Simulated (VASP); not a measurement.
The system is Tb3YPb.

```
Tb Y Pb
1.0
     4.46265    0.00000    0.00000
     0.00000    4.46265    0.00000
     0.00000    0.00000    8.14478
Tb Y Pb
3 1 1
Direct
  0.00000 0.50000 0.67145
  0.00000 0.00000 0.33188
  0.50000 0.00000 0.67145
  0.50000 0.50000 0.09842
  0.00000 0.00000 0.96308
```

The cell was generated, and may not be a known phase.

- Program: VASP 6.6.1
- Task: relaxation of cell and atoms
- Functional: PBE
- Potentials or basis: VASP PAW PBE potentials, release 64 (Tb_3, Y_sv, Pb_d), 4f in core
- Cutoff: 500 eV
- k mesh: 8 × 8 × 4
- Occupations: gaussian, width 0.1 eV
- Spin: no spin polarisation

At the start: pressure 0.3 GPa; volume 32.44 Å³/atom.

Question: How do energy, volume and symmetry change on relaxing?

Answer: Over 16 steps the energy falls by 2.5 meV/atom and the volume is 33.16 Å³/atom (+2.2 %); space group P4mm (No. 99, to 0.1 Å) before and after.

Step by step:
| step | energy change (eV) | largest force (eV/Å) | pressure (GPa) | volume (Å³) |
| --- | --- | --- | --- | --- |
| 1 | 0.0000 | 0.0844 | 0.33 | 162.21 |
| 2 | -0.0020 | 0.1000 | -0.06 | 163.76 |
| 3 | -0.0020 | 0.1008 | -0.07 | 163.83 |
| 4 | -0.0029 | 0.0957 | -0.06 | 163.88 |
| 5 | -0.0044 | 0.0901 | 0.00 | 164.04 |
| 6 | -0.0052 | 0.0811 | 0.00 | 164.07 |
| 7 | -0.0073 | 0.0692 | 0.02 | 164.17 |
| 8 | -0.0094 | 0.0764 | 0.06 | 164.35 |
| 9 | -0.0095 | 0.0918 | 0.07 | 164.39 |
| 10 | -0.0104 | 0.0815 | 0.03 | 164.73 |
| 11 | -0.0118 | 0.0530 | -0.09 | 165.75 |
| 12 | -0.0120 | 0.0438 | -0.14 | 166.11 |
| 13 | -0.0124 | 0.0411 | 0.08 | 165.48 |
| 14 | -0.0125 | 0.0353 | 0.03 | 165.61 |
| 15 | -0.0126 | 0.0223 | 0.01 | 165.70 |
| 16 | -0.0127 | 0.0075 | -0.02 | 165.80 |

Final structure:
```
Tb Y Pb
1.0
     4.48619    0.00000    0.00000
     0.00000    4.48619    0.00000
     0.00000    0.00000    8.23807
Tb Y Pb
3 1 1
Direct
  0.00000 0.50000 0.67839
  0.00000 0.00000 0.33476
  0.50000 0.00000 0.67839
  0.50000 0.50000 0.07644
  0.00000 0.00000 0.96829
```
